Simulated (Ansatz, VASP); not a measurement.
One calculation of CuO, two programs

Contents of INCAR:

```
SYSTEM = CuO
PREC     = Accurate       ! precision mode
ENCUT    = 600            ! plane-wave cutoff, eV
EDIFF    = 1E-6           ! SCF threshold, eV
ISMEAR   = -1             ! smearing method
SIGMA    = 0.05           ! smearing width, eV
LREAL    = .False.        ! projectors in reciprocal space
LASPH    = .True.         ! aspherical terms in the spheres
NELM     = 150            ! most SCF steps
ALGO     = Normal         ! electronic algorithm
ISIF     = 3              ! what is computed and relaxed
LWAVE    = .False.        ! write WAVECAR
LCHARG   = .False.        ! write CHGCAR
LMAXMIX  = 4              ! l up to which the mixer works
LDAU     = .True.         ! DFT+U
LDAUTYPE = 2            
LDAUL    = 2 -1           ! shell
LDAUU    = 4.5 0          ! U, eV
LDAUJ    = 0 0          
LDAUPRINT= 1            
GGA      = PE             ! functional
IBRION   = 2              ! ionic algorithm
NSW      = 60             ! ionic steps
EDIFFG   = -0.01          ! ionic threshold
```

File KPOINTS:

```
Automatic mesh
0
Gamma
  10 10 10
  0 0 0
```

POSCAR

```
CuO
1.0
    0.0000000000      2.3272527300      2.3272527300
    2.3272527300      0.0000000000      2.3272527300
    2.3272527300      2.3272527300      0.0000000000
Cu O
1 1
Direct
    0.0000000000      0.0000000000      0.0000000000
    0.2500000000      0.2500000000      0.2500000000
```

The input input.yaml:

```yaml
crystal:
  lattice:
    - [0.0, 2.32725273, 2.32725273]
    - [2.32725273, 0.0, 2.32725273]
    - [2.32725273, 2.32725273, 0.0]
  atoms:
    - { symbol: Cu, position: [0.0, 0.0, 0.0] }
    - { symbol: O, position: [0.25, 0.25, 0.25] }
hamiltonian:
  xc: pbe
  pseudopotentials: { kind: paw }
  hubbard: { sites: [{ species: Cu, l: d, u_eff: 4.5 }] }
kpoints:
  mp_grid: { grid: [10, 10, 10] }
scf:
  occupations: { method: fermi_dirac, width: 0.05 }
output:
  forces: true
  stress: true
  eigenvalues: true
relax:
  f_tol: 0.01
  max_steps: 40
  cell: { stress_tol: 0.05 }
```

Alike in both runs: task relaxation of cell and atoms; functional PBE; k mesh 10 × 10 × 10; occupations fermi-dirac, width 0.05 eV; no spin polarisation; Hubbard terms Cu d U = 4.5 eV.

```csv
,VASP,Ansatz
version,VASP 6.6.1,Ansatz 0.2.0
potentials or method,"VASP PAW PBE potentials, release 64 (Cu, O)",Ansatz PAW
plane-wave cutoff (eV),600,420
valence electrons in the cell,17,25
```

|  | VASP | Ansatz | Ansatz less VASP |
| --- | --- | --- | --- |
| gap on the k mesh at the Fermi level, each at its own relaxed structure (eV) | none | none | - |
| relaxed volume (Å³/atom) | 11.39 | 11.79 | +0.397 |
| relaxed cell length with the largest relative difference (Å) | 3.182 | 3.218 | +0.0366 |

The programs project onto different local orbitals, so the same U acts differently, and such runs can settle in different states. A gap of «none» marks a metal or a gap that the smearing closes. VASP's potentials hold 17 valence electrons a cell and Ansatz's 25, so a difference there can come from the potentials and not from the codes.

Noted on Ansatz's run: the plane-wave basis is chosen anew once the cell has moved, so the energies of steps on either side of that aren't comparable.
